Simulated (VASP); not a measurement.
Wanted: the native input for a VASP 6.6.1 run.

```yaml
Task: single point
Functional: LDA
Potentials_or_basis: VASP PAW LDA potentials, release 64 (Ga_d, As)
Cutoff: 520 eV
k_mesh: 12 × 12 × 12
Occupations: gaussian, width 0.02 eV
Spin: no spin polarisation
Dipole_correction: no
Further_INCAR_settings: ALGO = Normal; EDIFF = 1e-06; NBANDS = 16
```

The structure of GaAs lies in POSCAR:

```
GaAs
1.0
    0.0000000000      2.8016907859      2.8016907859
    2.8016907859      0.0000000000      2.8016907859
    2.8016907859      2.8016907859      0.0000000000
Ga As
1 1
Direct
    0.0000000000      0.0000000000      0.0000000000
    0.7500000000      0.7500000000      0.7500000000
```

One way to write it, as run:

INCAR

```
  PREC = Accurate
  ENCUT = 520
  EDIFF = 1E-6
  ISMEAR = 0
  SIGMA = 0.02
  LREAL = F
  LASPH = T
  NELM = 60
  ALGO = Normal
  ISIF = 2
  LWAVE = F
  LCHARG = F
  NBANDS = 16
```

KPOINTS

```
regular mesh
0
Gamma
  12 12 12
```

Potentials or basis: VASP PAW LDA potentials, release 64 (Ga_d, As).

Run with:

```bash
$ cat potpaw_LDA.64/Ga_d/POTCAR potpaw_LDA.64/As/POTCAR > POTCAR
$ mpirun -np 1 vasp_std > vasp.out
```

It gave:

* Pressure: 0.3 GPa
* Band gap on the k mesh: 0.54 eV, direct

Wall time 21 s on 1 thread of Intel(R) Xeon(R) 6975P-C (Granite Rapids) (shared host), peak memory 0.18 GiB.
